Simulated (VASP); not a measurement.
A run of VASP 6.6.1 is set up as follows.

The input INCAR:

```
PREC = Accurate ; ENCUT = 520
EDIFF = 1E-6 ; ISMEAR = 0
SIGMA = 0.1 ; LREAL = False
LASPH = True ; NELM = 100
ALGO = Normal ; ISIF = 2
LWAVE = False ; LCHARG = False
GGA = PE ; NBANDS = 39
```

File KPOINTS:

```
Automatic mesh
0
Gamma
  6 6 6
```

File POSCAR:

```
Na3La2P3
1.0
    3.8657999437      2.2319206381      3.6307187458
   -3.8657999437      2.2319206381      3.6307187458
    0.0000000000     -4.4638412762      3.6307187458
Na La P
3 2 3
Direct
    0.7145540593      0.2854459407      0.5000000000
    0.2854459407      0.5000000000      0.7145540593
    0.5000000000      0.7145540593      0.2854459407
    0.1797836431      0.1797836431      0.1797836431
    0.8202163569      0.8202163569      0.8202163569
    0.6919322984      0.3080677016      0.0000000000
    0.3080677016      0.0000000000      0.6919322984
    0.0000000000      0.6919322984      0.3080677016
```

Potentials or basis: VASP PAW PBE potentials, release 64 (Na_pv, La, P).

Command:

```bash
$ cat potpaw_PBE.64/Na_pv/POTCAR potpaw_PBE.64/La/POTCAR potpaw_PBE.64/P/POTCAR > POTCAR
$ mpirun -np 1 vasp_std > vasp.out
```

Problem. Estimate the largest force.

Solution. 0.004 eV/Å.

Problem. What does it give for the pressure?

Solution. 0.0 GPa.

Forces on the atoms (eV/Å):
```
Na   0.001  0.000  0.000
Na  -0.001 -0.001  0.000
Na  -0.001  0.001  0.000
La   0.000  0.000 -0.003
La   0.000  0.000  0.003
P    0.004  0.000  0.000
P   -0.002 -0.003  0.000
P   -0.002  0.003  0.000
```
